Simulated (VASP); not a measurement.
Ti:

```
CELL_PARAMETERS angstrom
2.95000 0.00000 0.00000
-1.47500 2.55477 0.00000
0.00000 0.00000 4.68000
ATOMIC_POSITIONS crystal
Ti 0.66667 0.33333 0.75000
Ti 0.33333 0.66667 0.25000
```

| Quantity | Value |
| --- | --- |
| Program | VASP 6.6.1 |
| Task | relaxation of cell and atoms |
| Functional | revPBE |
| Dispersion | D4 |
| Potentials or basis | VASP PAW PBE potentials, release 64 (Ti_sv) |
| Cutoff | 600 eV |
| k mesh | 10 × 10 × 6 |
| Occupations | fermi-dirac, width 0.05 eV |
| Spin | no spin polarisation |

At the start: pressure -2.2 GPa; volume 17.64 Å³/atom.

Where does the relaxation end?

Over 3 steps the energy falls by 2.6 meV/atom and the volume is 17.27 Å³/atom (-2.1 %); space group P6_3/mmc (No. 194, to 0.05 Å).

Step by step:
```tsv
step	energy change (eV)	largest force (eV/Å)	pressure (GPa)	volume (Å³)
1	0.0000	0.0000	-2.23	35.27
2	-0.0028	0.0000	1.65	34.03
3	-0.0053	0.0000	0.01	34.53
```

Final structure:
```xyz
2
Lattice="2.9302 0.0000 0.0000 -1.4651 2.5377 0.0000 0.0000 0.0000 4.6436" Properties=species:S:1:pos:R:3 pbc="T T T"
Ti    1.4651    0.8459    3.4827
Ti    0.0000    1.6918    1.1609
```

Caveat: the PAW data sets were made with another functional, which shifts forces and pressure a little; pairwise dispersion overbinds metals, which lowers pressure and volume.
